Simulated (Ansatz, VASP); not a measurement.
## RbGe6 in VASP and in Ansatz

```
Rb Ge
1.0
    -3.48751    3.48751    3.48751
     3.48751   -3.48751    3.48751
     3.48751    3.48751   -3.48751
Rb Ge
1 6
Direct
  0.00000 0.00000 0.00000
  0.50000 0.75000 0.25000
  0.75000 0.25000 0.50000
  0.75000 0.50000 0.25000
  0.50000 0.25000 0.75000
  0.25000 0.75000 0.50000
  0.25000 0.50000 0.75000
```

Alike in both runs: task single point; functional PBE; k mesh 8 × 8 × 8; occupations gaussian, width 0.1 eV; no spin polarisation.

|  | VASP | Ansatz |
| --- | --- | --- |
| version | VASP 6.6.1 | Ansatz 0.2.0 |
| potentials or method | VASP PAW PBE potentials, release 64 (Rb_sv, Ge_d), cutoff 520 eV | scalar-relativistic, plane waves, PAW |
| valence electrons in the cell | 93 | 93 |

|  | VASP | Ansatz | Ansatz less VASP |
| --- | --- | --- | --- |
| gap on the k mesh at the Fermi level (eV) | none | none | - |
| pressure (GPa) | 5.1 | 5.1 | +0.05 |

A gap of «none» marks a metal or a gap that the smearing closes.
